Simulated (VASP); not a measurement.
CaO: single point with PBEsol

CaO:

```
Ca O
1.0
     0.00000    5.21346    5.21346
     5.21346    0.00000    5.21346
     5.21346    5.21346    0.00000
Ca O
8 8
Direct
  0.00463 0.00996 0.98492
  0.98649 0.01339 0.49334
  0.99922 0.50056 0.99420
  0.99056 0.50983 0.49177
  0.49881 0.99827 0.00832
  0.53383 0.99728 0.48997
  0.49400 0.49235 0.01486
  0.49471 0.49967 0.49723
  0.10477 0.11467 0.12994
  0.11110 0.13252 0.63971
  0.11124 0.62366 0.12343
  0.14365 0.62009 0.62937
  0.62184 0.13677 0.14367
  0.63737 0.10671 0.63224
  0.61900 0.62677 0.12146
  0.64535 0.58541 0.64377
```

```json
{
 "Program": "VASP 6.6.1",
 "Task": "single point",
 "Functional": "PBEsol",
 "Potentials or basis": "VASP PAW PBE potentials, release 64 (Ca_sv, O)",
 "Cutoff": "520 eV",
 "k mesh": "2 × 2 × 2",
 "Occupations": "fermi-dirac, width 0.112 eV",
 "Spin": "no spin polarisation",
 "Dipole correction": "no",
 "Further INCAR settings": "LREAL = Auto; ALGO = Normal; EDIFF = 1e-07; NBANDS = 78"
}
```

```json
{
  "Pressure": "0.6 GPa",
  "Largest force": "2.137 eV/Å",
  "Band gap on the k mesh": "2.95 eV"
}
```

Forces on the atoms (eV/Å):
```
Ca  -0.058  0.126 -1.270
Ca  -0.338  1.655  0.604
Ca  -0.042 -0.104 -0.313
Ca  -0.422  1.289  0.373
Ca   0.167 -0.143 -0.051
Ca   0.486 -0.099 -2.079
Ca   0.093 -0.844  0.361
Ca  -0.131  0.886  0.398
O    0.350  0.723  1.308
O   -1.309 -0.672  1.077
O    0.042  0.109  0.307
O    0.214 -1.107 -0.326
O   -1.177 -0.373 -0.359
O    1.019 -0.390 -0.218
O    0.400  0.220  0.280
O    0.706 -1.277 -0.090
```

Stress tensor (GPa, compression positive):
```
 0.64  1.12 -1.46
 1.12  0.52  0.07
-1.46  0.07  0.50
```

Levels at points of the mesh, in eV from the valence-band top:
| k point | band 60 | band 61 | band 62 | band 63 | band 64 | band 65 | band 66 | band 67 | band 68 | band 69 |
| --- | --- | --- | --- | --- | --- | --- | --- | --- | --- | --- |
| (0.00, 0.00, 0.00) | -0.15 | -0.14 | -0.08 | -0.04 | 0.00 | 2.95 | 4.59 | 4.65 | 4.67 | 5.55 |
| (0.50, 0.00, 0.00) | -0.35 | -0.29 | -0.24 | -0.11 | -0.07 | 4.46 | 4.56 | 4.93 | 5.02 | 5.07 |
| (0.00, 0.50, 0.00) | -0.27 | -0.25 | -0.21 | -0.19 | -0.10 | 4.53 | 4.61 | 4.87 | 4.91 | 4.97 |
| (0.00, 0.00, 0.50) | -0.35 | -0.29 | -0.26 | -0.18 | -0.14 | 4.38 | 4.65 | 4.91 | 5.05 | 5.07 |
| (0.50, 0.50, 0.50) | -0.37 | -0.33 | -0.19 | -0.16 | -0.08 | 4.50 | 4.56 | 4.90 | 5.02 | 5.06 |
| (0.50, 0.50, 0.00) | -0.38 | -0.30 | -0.19 | -0.15 | -0.05 | 4.61 | 4.63 | 4.88 | 5.02 | 5.16 |
| (0.00, 0.50, 0.50) | -0.38 | -0.35 | -0.23 | -0.11 | -0.06 | 4.57 | 4.66 | 4.90 | 5.10 | 5.19 |
| (0.50, 0.00, 0.50) | -0.40 | -0.29 | -0.22 | -0.12 | -0.08 | 4.56 | 4.69 | 4.90 | 4.93 | 5.18 |

Run time: 13 min on 1 thread of Oxide Virtual Turin-like Processor (shared host), peak memory 0.44 GiB.

Caveat: the k points lie up to 0.52 Å⁻¹ apart; the structure was generated, so it needn't be the stable form of CaO; the PAW data sets were made with another functional, which shifts forces and pressure a little.
